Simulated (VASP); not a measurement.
# Ir (I4/mmm) in VASP: a series of runs, part 3 of 3

VASP 6.6.1. The steps go on from the part before.

### 5 Single point, PBE (biaxial strain in the a-b plane: +1.0 %)

Input file INCAR:

```
SYSTEM = Ir
  ALGO = Fast
  EDIFF = 1E-6
  ENCUT = 520
  GGA = PE
  ISIF = 2
  ISMEAR = 0
  LASPH = .TRUE.
  LCHARG = .FALSE.
  LREAL = .FALSE.
  LWAVE = .FALSE.
  NBANDS = 16
  NELM = 100
  PREC = Accurate
  SIGMA = 0.1
```

Input file KPOINTS:

```
k-points
0
G
  18 18 14
  0 0 0
```

Input file POSCAR:

```
Ir
1.0
    1.9546795731      1.9546795731      0.0000000000
   -1.9546795731      1.9546795731      0.0000000000
    0.0000000000      0.0000000000      3.8474287043
Ir
2
Direct
    0.0000000000      0.0000000000      0.0000000000
    0.5000000000      0.5000000000      0.5000000000
```

Potentials or basis: VASP PAW PBE potentials, release 64 (Ir).

On the command line:

```
> cat potpaw_PBE.64/Ir/POTCAR > POTCAR
> mpirun -np 1 vasp_std > vasp.out
```

OUTCAR:

```text
SYSTEM = Ir
   EDIFF = 1E-6
   ENCUT = 520
   GGA = PE
   ISIF = 2
   ISMEAR = 0
   LASPH = .TRUE.
   LREAL = .FALSE.
   NELM = 100
   PREC = Accurate

 ion  position               nearest neighbor table
   1  0.000  0.000  0.000-   2 2.74   2 2.74   2 2.74   2 2.74   2 2.74   2 2.74   2 2.74   2 2.74

   2  0.500  0.500  0.500-   1 2.74   1 2.74   1 2.74   1 2.74   1 2.74   1 2.74   1 2.74   1 2.74

  LATTYP: Found a simple tetragonal cell.
 ALAT       =     2.7643343624
 C/A-ratio  =     1.3918101792

  Lattice vectors:

 A1 = (   1.9546795731,   1.9546795731,   0.0000000000)
 A2 = (  -1.9546795731,   1.9546795731,   0.0000000000)
 A3 = (   0.0000000000,   0.0000000000,   3.8474287043)

Analysis of symmetry for initial positions (statically):
=====================================================================
 Subroutine PRICEL returns following result:

  LATTYP: Found a body centered tetragonal cell.
 ALAT       =     2.7643343624
 C/A-ratio  =     1.3918101792

  Lattice vectors:

 A1 = (   0.0000000000,  -1.9546795731,  -1.9237143521)
 A2 = (   0.0000000000,   1.9546795731,  -1.9237143522)
 A3 = (   1.9546795731,   0.0000000000,   1.9237143521)

   2 primitive cells build up your supercell.

 Routine SETGRP: Setting up the symmetry group for a
 simple tetragonal supercell.

 Subroutine GETGRP returns: Found 16 space group operations
 (whereof 16 operations were pure point group operations)
 out of a pool of 16 trial point group operations.

The static configuration has the point symmetry D_4h.

Analysis of symmetry for dynamics (positions and initial velocities):
=====================================================================
 Subroutine PRICEL returns following result:

  LATTYP: Found a body centered tetragonal cell.
 ALAT       =     2.7643343624
 C/A-ratio  =     1.3918101792

  Lattice vectors:

[... 128 lines left out ...]
   IALGO  =     68    algorithm
   IMIX   =      4    mixing-type and parameters
     AMIX     =   0.40;   BMIX     =  1.00
     AMIX_MAG =   1.60;   BMIX_MAG =  1.00
  volume/ion in A,a.u.               =      14.70        99.20
  Fermi-wavevector in a.u.,A,eV,Ry     =   1.390108  2.626922 26.291887  1.932399
  Thomas-Fermi vector in A             =   2.514074
   LORBIT       =      0    0 simple, 1 ext, 2 COOP (PROOUT), +10 PAW based schemes
   GGA     = PE    functional components
   LHFCALC =     F    Hartree Fock is set to
   AEXX    =    0.0000 exact exchange contribution
   IVDW    =     0    specifies the selected vdW correction
   LEPSILON=     F    determine dielectric tensor
   LRPA    =     F    only Hartree local field effects (RPA)
 non-spin polarized calculation
 RMM-DIIS sequential band-by-band and
 Gauss-broadening in eV      SIGMA  =   0.10
  energy-cutoff  :      520.00
  volume of cell :       29.40
 maximum number of plane-waves:       810
 NGX is ok and might be reduce to    24
   NGX = 11   NGY = 11   NGZ = 15

 number of electron      18.0000001 magnetization

 Free energy of the ion-electron system (eV)
  ---------------------------------------------------
  ext. energy  EPLUGINS =         0.00000000
  ---------------------------------------------------
  free energy    TOTEN  =       -17.69567771 eV

  energy without entropy =      -17.68597341  energy(sigma->0) =      -17.69082556

 E-fermi :   9.7487     XC(G=0): -13.7606

 val. band max:        9.7446597434   @ k =   0.5000   0.2222   0.0000
 cond. band min:       9.7568760476   @ k =   0.3889   0.1111   0.0000
 fundamental gap:      0.0122163042
 Fermi energy:         9.7486909729

 k-point     1 :       0.0000    0.0000    0.0000
  band No.  band energies     occupation
      1      -0.9580      2.00000
      2       2.2885      2.00000
      3       2.8093      2.00000
      4       6.0251      2.00000
      5       6.0251      2.00000
      6       6.2172      2.00000
[... 433 lines left out ...]
      3       4.6064      2.00000
      4       4.7016      2.00000
      5       5.6835      2.00000
      6       6.3076      2.00000
[... 8 lines left out ...]
     15      24.6637      0.00000
     16      25.0576      0.00000

 [... further k-points ...]

------------------------ aborting loop because EDIFF is reached ----------------------------------------

  FORCE on cell =-STRESS in cart. coord.  units (eV):
  Direction    XX          YY          ZZ          XY          YZ          ZX
  --------------------------------------------------------------------------------------
  -------------------------------------------------------------------------------------
  Total       -1.0994881     -1.0994881     -0.0856909      0.0000000     -0.0000000     -0.0000000
  in kB      -59.9169061    -59.9169061     -4.6697486      0.0000000     -0.0000000     -0.0000000
  external PRESSURE =     -41.5011870 kB  Pullay stress =       0.0000000 kB

 VOLUME and BASIS-vectors are now :
 -----------------------------------------------------------------------------
  energy-cutoff  :      520.00
  volume of cell :       29.40
      direct lattice vectors                 reciprocal lattice vectors
     1.954679573  1.954679573  0.000000000     0.255796401  0.255796401  0.000000000
    -1.954679573  1.954679573  0.000000000    -0.255796401  0.255796401  0.000000000
     0.000000000  0.000000000  3.847428704     0.000000000  0.000000000  0.259913848

 POSITION                                       TOTAL-FORCE (eV/Angst)
 -----------------------------------------------------------------------------------
      0.00000      0.00000      0.00000        -0.000000      0.000000      0.000000
      0.00000      1.95468      1.92371         0.000000     -0.000000     -0.000000
 -----------------------------------------------------------------------------------
    total drift:                               -0.000000      0.000000     -0.000000

  FREE ENERGIE OF THE ION-ELECTRON SYSTEM (eV)
  ---------------------------------------------------
  free  energy   TOTEN  =       -17.6956777125 eV

  energy  without entropy=      -17.6859734052  energy(sigma->0) =      -17.69082556
```

stdout:

```text
POSCAR found type information on POSCAR Ir
 POSCAR found :  1 types and       2 ions
 scaLAPACK will be used
 LDA part: xc-table for (Slater+PW92), standard interpolation
 POSCAR, INCAR and KPOINTS ok, starting setup
 FFT: planning ... GRIDC
 FFT: planning ... GRID_SOFT
 FFT: planning ... GRID
 WAVECAR not read
 entering main loop
```

Run time: 71 s. Hardware: 1 thread of Intel Xeon 6975P-C (Granite Rapids), shared host; peak memory 0.29 GiB.

Results:

```
Free energy            : -17.6957 eV
Pressure               : -4.2 GPa
Band gap on the k mesh : zero (bands 9 and 10 overlap by 3.29 eV)
```

Stress tensor (GPa, compression positive):
```
-5.99  0.00  0.00
 0.00 -5.99  0.00
 0.00  0.00 -0.47
```

Caveat: the cell differs from its parent crystal (biaxial strain in the a-b plane: +1.0 %); the cell stands under tension; spin-orbit coupling is left out, which moves the levels of the heavy elements.

### 6 Single point, PBE (biaxial strain in the a-b plane: +2.0 %, then relaxed in part)

Input file INCAR:

```
PREC = Accurate
ENCUT = 520
EDIFF = 1E-6
ISMEAR = 0
SIGMA = 0.1
LREAL = F
LASPH = T
NELM = 100
ALGO = Fast
ISIF = 2
LWAVE = F
LCHARG = T
GGA = PE
LELF = T
LVHAR = T
NBANDS = 16
```

Input file KPOINTS:

```
regular mesh
0
Gamma
  18 18 14
```

Input file POSCAR:

```
Ir
1.0
    1.9740328362      1.9740328362      0.0000000000
   -1.9740328362      1.9740328362      0.0000000000
    0.0000000000      0.0000000000      3.8115567303
Ir
2
Direct
    0.0000000000      0.0000000000      0.0000000000
    0.5000000000      0.5000000000      0.5000000000
```

Potentials or basis: VASP PAW PBE potentials, release 64 (Ir).

On the command line:

```
> cat potpaw_PBE.64/Ir/POTCAR > POTCAR
> mpirun -np 1 vasp_std > vasp.out
```

It took 66 s on 1 thread of Intel Xeon 6975P-C (Granite Rapids), shared host; peak memory 0.29 GiB.

The run converged. Its results:

```
Free energy            : -17.6647 eV
Pressure               : -7.2 GPa
Band gap on the k mesh : zero (bands 9 and 10 overlap by 3.34 eV)
```

Stress tensor (GPa, compression positive):
```
-11.05   0.00   0.00
  0.00 -11.05   0.00
  0.00   0.00   0.40
```

Levels at points of the mesh, in eV from the Fermi level:
```tsv
k point	band 5	band 6	band 7	band 8	band 9	band 10	band 11	band 12	band 13	band 14
(0.00, 0.00, 0.00)	-3.73	-3.31	-1.40	-0.85	0.76	1.38	1.38	2.21	10.49	11.07
(0.50, 0.00, 0.00)	-4.23	-4.23	-2.32	-2.32	-1.36	-1.36	2.41	2.41	11.73	11.73
(0.50, 0.50, 0.00)	0.78	0.78	1.13	1.13	1.49	1.49	1.54	1.54	9.57	9.57
(0.00, 0.00, 0.50)	-2.56	-2.56	-1.85	-1.85	-1.85	-1.85	-0.40	-0.40	17.53	17.53
(0.50, 0.00, 0.50)	-3.45	-3.45	-0.62	-0.62	0.69	0.69	0.94	0.94	6.80	6.80
(0.50, 0.50, 0.50)	-4.55	-4.55	-1.55	-1.55	1.14	1.14	7.38	7.38	8.83	8.83
```

Caveat: the cell differs from its parent crystal (biaxial strain in the a-b plane: +2.0 %, then relaxed in part); the cell stands under tension; spin-orbit coupling is left out, which moves the levels of the heavy elements.

### 7 The runs side by side

| cell | gap on the mesh (eV) | pressure (GPa) |
| --- | --- | --- |
| a = 2.710, b = 2.710, c = 3.894 Å, 2 atoms | none | 5.7 |
| a = 2.710, b = 2.710, c = 3.901 Å, 2 atoms | none | 5.0 |
| a = 2.764, b = 2.764, c = 3.841 Å, 2 atoms | none | -3.6 |
| a = 2.764, b = 2.764, c = 3.847 Å, 2 atoms | none | -4.2 |
| a = 2.792, b = 2.792, c = 3.812 Å, 2 atoms | none | -7.2 |

Alike in all rows: task single point; level PBE; potentials or basis VASP PAW PBE potentials, release 64 (Ir); no spin polarisation; k mesh 18 × 18 × 14; cutoff (eV) 520; smearing gaussian 0.1 eV.

Caveats: spin-orbit coupling is left out, which moves the levels of the heavy elements; the cell stands under tension (at least some runs); the cell stands under pressure (at least some runs).

Total energies depend on the potentials used, so only differences within one code and one set of settings carry meaning.
